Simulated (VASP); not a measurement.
# Sn in VASP: single point with PBE+D3(BJ)

Aim: the single point of Sn with PBE+D3(BJ).

Everything below comes from runs of VASP 6.6.1. Logs are shortened: lines on timing, memory, paths and dates and some standing lists are left out, and cuts for length are marked.

## (1) The cell of the first run

The typed cell holds 2 atoms: a = 3.295 Å, b = 3.295 Å, c = 4.963 Å, α = 89.99°, β = 89.99°, γ = 82.28°.

## (2) Single point, PBE+D3(BJ) (atoms displaced along a vibrational mode)

INCAR

```
ALGO = Fast
EDIFF = 1E-6
ENCUT = 520
GGA = PE
ISIF = 2
ISMEAR = 0
IVDW = 12
LASPH = T
LCHARG = F
LREAL = F
LWAVE = F
NBANDS = 21
NELM = 80
PREC = Accurate
SIGMA = 0.15
```

KPOINTS

```
k-points
0
Gamma
  18 18 12
```

POSCAR

```
Sn
1.0
   -1.7544065422      1.7546136957     -2.1674907473
   -1.7544065422      1.7546136957      2.1674907473
    3.5088130844      3.5092273914      0.0000000000
Sn
2
Direct
   -0.0000000054     -0.0000000054      0.0090680027
    0.5000000054      0.5000000054      0.4909319973
```

Potentials or basis: VASP PAW PBE potentials, release 64 (Sn_d).

The run is started by

```bash
> cat potpaw_PBE.64/Sn_d/POTCAR > POTCAR
> mpirun -np 1 vasp_std > vasp.out
```

OUTCAR:

```text
EDIFF = 1E-6
   ENCUT = 520
   GGA = PE
   ISIF = 2
   ISMEAR = 0
   IVDW = 12
   LASPH = T
   LREAL = F
   NELM = 80
   PREC = Accurate
 IVDW          = 12

 ion  position               nearest neighbor table
   1  1.000  1.000  0.009-   2 3.23   2 3.23   2 3.36   2 3.36   2 3.45   2 3.45   2 3.57   2 3.57

   2  0.500  0.500  0.491-   1 3.23   1 3.23   1 3.36   1 3.36   1 3.45   1 3.45   1 3.57   1 3.57

  LATTYP: Found a base centered monoclinic cell.
 ALAT       =     4.9625040197
 B/A-ratio  =     0.8735472006
 C/A-ratio  =     1.0000000000
 COS(beta)  =    -0.0001180691

  Lattice vectors:

 A1 = (   1.7544065422,  -1.7546136957,   2.1674907473)
 A2 = (   1.7544065422,  -1.7546136957,  -2.1674907473)
 A3 = (   3.5088130844,   3.5092273914,   0.0000000000)

Analysis of symmetry for initial positions (statically):
=====================================================================
 Subroutine PRICEL returns:
 Original cell was already a primitive cell.

 Routine SETGRP: Setting up the symmetry group for a
 base centered monoclinic supercell.

 Subroutine GETGRP returns: Found  4 space group operations
 (whereof  2 operations were pure point group operations)
 out of a pool of  4 trial point group operations.

The static configuration has the point symmetry C_1h.
 The point group associated with its full space group is C_2h.

Analysis of symmetry for dynamics (positions and initial velocities):
=====================================================================
 Subroutine PRICEL returns:
 Original cell was already a primitive cell.

 Routine SETGRP: Setting up the symmetry group for a
 base centered monoclinic supercell.

 Subroutine GETGRP returns: Found  4 space group operations
 (whereof  2 operations were pure point group operations)
 out of a pool of  4 trial point group operations.

The dynamic configuration has the point symmetry C_1h.
 The point group associated with its full space group is C_2h.

 Subroutine INISYM returns: Found  4 space group operations
 (whereof  2 operations are pure point group operations),
 and found     1 'primitive' translations

----------------------------------------------------------------------------------------

                                     Primitive cell

  volume of cell :      53.3776

  direct lattice vectors                    reciprocal lattice vectors
    -1.754406542  1.754613696 -2.167490747    -0.142498329  0.142481505 -0.230681492
[... 85 lines left out ...]
   NELM   =     80;   NELMIN=  2; NELMDL= -5     # of ELM steps
   EDIFF  = 0.1E-05   stopping-criterion for ELM
   LREAL  =      F    real-space projection
   EDIFFG = 0.1E-04   stopping-criterion for IOM
   NSW    =      0    number of steps for IOM
   IBRION =     -1    ionic relax: 0-MD 1-quasi-New 2-CG
   NFREE  =      0    steps in history (QN), initial steepest desc. (CG)
   ISIF   =      2    stress and relaxation
   ISYM   =      2    0-nonsym 1-usesym 2-fastsym
   POTIM  = 0.5000    time-step for ionic-motion
   TEBEG  =    0.0;   TEEND  =   0.0 temperature during run
   PSTRESS=    0.0 pullay stress
   NELECT =      28.0000    total number of electrons
   NUPDOWN=      -1.0000    fix difference up-down
   EMIN   =  10.00;   EMAX   =-10.00  energy-range for DOS
   EFERMI =   0.00;   METHOD = LEGACY
   ISMEAR =     0;   SIGMA  =   0.15  broadening in eV -4-tet -1-fermi 0-gaus
   EFERMI_NEDOS =   21; number of points for ismear=-14 and -15
   IALGO  =     68    algorithm
   IMIX   =      4    mixing-type and parameters
     AMIX     =   0.40;   BMIX     =  1.00
     AMIX_MAG =   1.60;   BMIX_MAG =  1.00
  volume/ion in A,a.u.               =      26.69       180.10
  Fermi-wavevector in a.u.,A,eV,Ry     =   1.320306  2.495016 23.717774  1.743207
  Thomas-Fermi vector in A             =   2.450141
   LORBIT       =      0    0 simple, 1 ext, 2 COOP (PROOUT), +10 PAW based schemes
   GGA     = PE    functional components
   LHFCALC =     F    Hartree Fock is set to
   AEXX    =    0.0000 exact exchange contribution
   IVDW    =    12    specifies the selected vdW correction
   LEPSILON=     F    determine dielectric tensor
   LRPA    =     F    only Hartree local field effects (RPA)
 non-spin polarized calculation
 RMM-DIIS sequential band-by-band and
 Gauss-broadening in eV      SIGMA  =   0.15
  energy-cutoff  :      520.00
  volume of cell :       53.38
 maximum number of plane-waves:      1456
 NGX is ok and might be reduce to    28
   NGX = 13   NGY = 13   NGZ = 19

 number of electron      27.9999992 magnetization

 Free energy of the ion-electron system (eV)
  ---------------------------------------------------
  ext. energy  EPLUGINS =         0.00000000
  ---------------------------------------------------
  free energy    TOTEN  =        -7.54589729 eV

  energy without entropy =       -7.53256828  energy(sigma->0) =       -7.53923278

 E-fermi :   8.3835     XC(G=0): -10.4474

 val. band max:        8.3793468695   @ k =   0.4444   0.3333   0.4167
 cond. band min:       8.3860403908   @ k =  -0.0556   0.0556   0.3333
 fundamental gap:      0.0066935212
 Fermi energy:         8.3834731574

 k-point     1 :       0.0000    0.0000    0.0000
  band No.  band energies     occupation
      1     -13.3208      2.00000
      2     -13.2515      2.00000
      3     -13.2460      2.00000
      4     -13.2430      2.00000
      5     -13.1876      2.00000
      6     -13.1659      2.00000
[... 565 lines left out ...]
     20      17.8215      0.00000
     21      20.4733      0.00000

 [... further k-points ...]

------------------------ aborting loop because EDIFF is reached ----------------------------------------

 Edisp (eV)   -0.78401

 E8    (eV) :    -0.3762

  FORCE on cell =-STRESS in cart. coord.  units (eV):
  Direction    XX          YY          ZZ          XY          YZ          ZX
  --------------------------------------------------------------------------------------
  -------------------------------------------------------------------------------------
  Total       0.05667     0.05621     0.08608    -0.00922     0.00000     0.00000
  in kB       1.70090     1.68716     2.58381    -0.27668     0.00000     0.00000
  external pressure =        1.99 kB  Pullay stress =        0.00 kB

 VOLUME and BASIS-vectors are now :
 -----------------------------------------------------------------------------
  energy-cutoff  :      520.00
  volume of cell :       53.38
      direct lattice vectors                 reciprocal lattice vectors
    -1.754406542  1.754613696 -2.167490747    -0.142498329  0.142481505 -0.230681492
    -1.754406542  1.754613696  2.167490747    -0.142498329  0.142481505  0.230681492
     3.508813084  3.509227391  0.000000000     0.142498329  0.142481505  0.000000000

 POSITION                                       TOTAL-FORCE (eV/Angst)
 -----------------------------------------------------------------------------------
     -3.47700      3.54105      0.00000        -0.144110     -0.144074      0.000000
     -0.03182      3.47741      0.00000         0.144110      0.144074      0.000000
 -----------------------------------------------------------------------------------
    total drift:                                0.000000      0.000000     -0.000000

  FREE ENERGIE OF THE ION-ELECTRON SYSTEM (eV)
  ---------------------------------------------------
  free  energy   TOTEN  =        -8.3299037783 eV

  energy  without entropy=       -8.3165747674  energy(sigma->0) =       -8.32323927
```

It took 8 min on 1 thread of Intel Xeon 6975P-C (Granite Rapids), shared host; peak memory 0.91 GiB.

Results:

* Free energy: -8.3299 eV
* Pressure: 0.2 GPa
* Largest force: 0.204 eV/Å
* Band gap on the k mesh: zero (bands 14 and 15 overlap by 5.77 eV)
* Dispersion energy per atom: -0.392 eV

Forces in eV/Å, atoms in the order of the input:
```
Sn  -0.144 -0.144  0.000
Sn   0.144  0.144  0.000
```

Caveat: the cell differs from its parent crystal (atoms displaced along a vibrational mode); spin-orbit coupling is left out, which moves the levels of the heavy elements.
